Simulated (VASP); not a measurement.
Wanted: the native input for a VASP 6.6.1 run.

| Property | Result |
| --- | --- |
| Task | single point |
| Functional | PBE |
| Potentials or basis | VASP PAW PBE potentials, release 64 (Si, Ge_d) |
| Cutoff | 520 eV |
| k mesh | 2 × 2 × 2 |
| Occupations | fermi-dirac, width 0.02 eV |
| Spin | no spin polarisation |
| Dipole correction | no |
| Further INCAR settings | LREAL = Auto; ALGO = Normal; EDIFF = 1e-07; NBANDS = 53 |

The structure of Si16Ge (a cell with a defect) lies in POSCAR:

```
Si16Ge
1.0
    0.0000000000      5.4300000000      5.4300000000
    5.4300000000      0.0000000000      5.4300000000
    5.4300000000      5.4300000000      0.0000000000
Si Ge
16 1
Direct
   -0.0002669618     -0.0000275309      0.0002042312
    0.1238692362      0.1242973592      0.1247344870
    0.0037899734      0.0043574491      0.4960013239
    0.1238755869      0.1243330827      0.6272098236
    0.0038784205      0.4954972963      0.0049487237
    0.1238629557      0.6269860187      0.1246714532
    0.0038530994      0.4955549226      0.4958859825
    0.1357890201      0.6210211347      0.6217315854
    0.4950857155      0.0043858763      0.0048995810
    0.6267536149      0.1242247755      0.1245990092
    0.4950761229      0.0044254749      0.4957839310
    0.6204349875      0.1365203587      0.6215866240
    0.4951214811      0.4954784175      0.0048135595
    0.6206288962      0.6210610860      0.1371717149
    0.4991648280      0.4999234296      0.5006001163
    0.6205778179      0.6211609294      0.6213687903
    0.7491507456      0.7499228297      0.7506109234
```

The input as run:

INCAR

```
ALGO = Normal ; EDIFF = 1E-7
ENCUT = 520 ; GGA = PE
ISIF = 2 ; ISMEAR = -1
LASPH = True ; LCHARG = False
LREAL = Auto ; LWAVE = False
NBANDS = 53 ; NELM = 100
PREC = Accurate ; SIGMA = 0.02
```

KPOINTS

```
k-points
0
Gamma
  2 2 2
```

Potentials or basis: VASP PAW PBE potentials, release 64 (Si, Ge_d).

Command:

```sh
$ cat potpaw_PBE.64/Si/POTCAR potpaw_PBE.64/Ge_d/POTCAR > POTCAR
$ mpirun -np 1 vasp_std > vasp.out
```

Results of the run:

- Pressure: 6.7 GPa
- Largest force: 0.007 eV/Å
- Band gap on the k mesh: zero (band 39 reaches 6.99 eV, above the bottom of band 40 at 6.68 eV)

Caveat: the k points lie up to 0.50 Å⁻¹ apart.

Run time: 2.2 min on 1 thread of Intel(R) Xeon(R) 6975P-C (Granite Rapids), on a shared host, peak memory 0.48 GiB.
